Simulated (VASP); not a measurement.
Here is a VASP 6.6.1 calculation.

Contents of INCAR:

```
SYSTEM = TiAl3
PREC = Accurate ; ENCUT = 520
EDIFF = 1E-6 ; ISMEAR = -1
SIGMA = 0.05 ; LREAL = .FALSE.
LASPH = .TRUE. ; NELM = 100
ALGO = Normal ; ISIF = 2
LWAVE = .FALSE. ; LCHARG = .TRUE.
GGA = PS ; LELF = .TRUE.
LVHAR = .TRUE. ; NBANDS = 18
```

Contents of KPOINTS:

```
regular mesh
0
G
  9 6 6
  0 0 0
```

The input POSCAR:

```
TiAl3
1.0
    2.5892345380      0.0000000000      0.0000000000
    0.0000000000      4.3749900633      0.0000000000
    0.0000000000      0.0000000000      4.6192219244
Ti Al
1 3
Direct
    0.0000000000      0.5000000000      0.1622708584
    0.0000000000      0.0000000000      0.8400790129
    0.5000000000      0.0000000000      0.3363731824
    0.5000000000      0.5000000000      0.6612759464
```

Potentials or basis: VASP PAW PBE potentials, release 64 (Ti_sv, Al).

Launch:

```sh
$ cat potpaw_PBE.64/Ti_sv/POTCAR potpaw_PBE.64/Al/POTCAR > POTCAR
$ mpirun -np 1 vasp_std > vasp.out
```

Problem. Predict the pressure.

Solution. 30.1 GPa.

Caveat: the PAW data sets were made with another functional, which shifts forces and pressure a little.
